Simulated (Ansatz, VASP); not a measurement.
# Sc2InSbAs2: VASP beside Ansatz

File INCAR:

```
  PREC = Accurate
  ENCUT = 520
  EDIFF = 1E-6
  ISMEAR = 0
  SIGMA = 0.1
  LREAL = F
  LASPH = T
  NELM = 60
  ALGO = Normal
  ISIF = 2
  LWAVE = F
  LCHARG = T
  GGA = PE
  LELF = T
  LVHAR = T
  NBANDS = 34
```

KPOINTS

```
Automatic mesh
0
Gamma
  6 6 2
```

POSCAR

```
Sc2InSbAs2
1.0
    4.5511687800      0.0000000000      0.0000000000
   -2.2755843900      3.9414277800      0.0000000000
    0.0000000000      0.0000000000      9.6020060500
Sc In Sb As
2 1 1 2
Direct
    0.3333333300      0.6666666700      0.0000000000
    0.6666666700      0.3333333300      0.0000000000
    0.0000000000      0.0000000000      0.0000000000
    0.0000000000      0.0000000000      0.5000000000
    0.0000000000      0.0000000000      0.2792641600
    0.0000000000      0.0000000000      0.7207358400
```

Input for Ansatz:

```yaml
crystal:
  lattice:
    - [4.55116878, 0.0, 0.0]
    - [-2.27558439, 3.94142778, 0.0]
    - [0.0, 0.0, 9.60200605]
  atoms:
    - { symbol: Sc, position: [0.33333333, 0.66666667, 0.0] }
    - { symbol: Sc, position: [0.66666667, 0.33333333, 0.0] }
    - { symbol: In, position: [0.0, 0.0, 0.0] }
    - { symbol: Sb, position: [0.0, 0.0, 0.5] }
    - { symbol: As, position: [0.0, 0.0, 0.27926416] }
    - { symbol: As, position: [0.0, 0.0, 0.72073584] }
basis:
  ecutwfc: 420
kpoints:
  mp_grid: { grid: [6, 6, 2] }
hamiltonian:
  xc: pbe
scf:
  occupations: { method: gaussian, width: 0.1 }
  lower_state_search: "off"
output:
  forces: true
  stress: true
  eigenvalues: true
```

Alike in both runs: task single point; functional PBE; k mesh 6 × 6 × 2; occupations gaussian, width 0.1 eV; no spin polarisation.

```csv
,VASP,Ansatz
version,VASP 6.6.1,Ansatz 0.2.0
potentials or method,"VASP PAW PBE potentials, release 64 (Sc_sv, In_d, Sb, As), cutoff 520 eV","scalar-relativistic, plane waves, PAW"
valence electrons in the cell,50,80
```

Ansatz gave:

```
gap on the k mesh at the Fermi level (eV)                     : none
pressure (GPa)                                                : 23.0
traceless stress, the component that is largest in VASP (GPa) : 12.45
rms of the force components (eV/Å)                            : 2.624
```

Question: Estimate VASP's values.

Answer: gap on the k mesh at the Fermi level (eV): none; pressure (GPa): 23.3; traceless stress, the component that is largest in VASP (GPa): 12.80; rms of the force components (eV/Å): 2.676.

Atom by atom the forces differ by 0.053 eV/Å (rms over components). A gap of «none» marks a metal or a gap that the smearing closes. VASP's potentials hold 50 valence electrons a cell and Ansatz's 80, so a difference there can come from the potentials and not from the codes.

Spin-orbit coupling is off throughout.
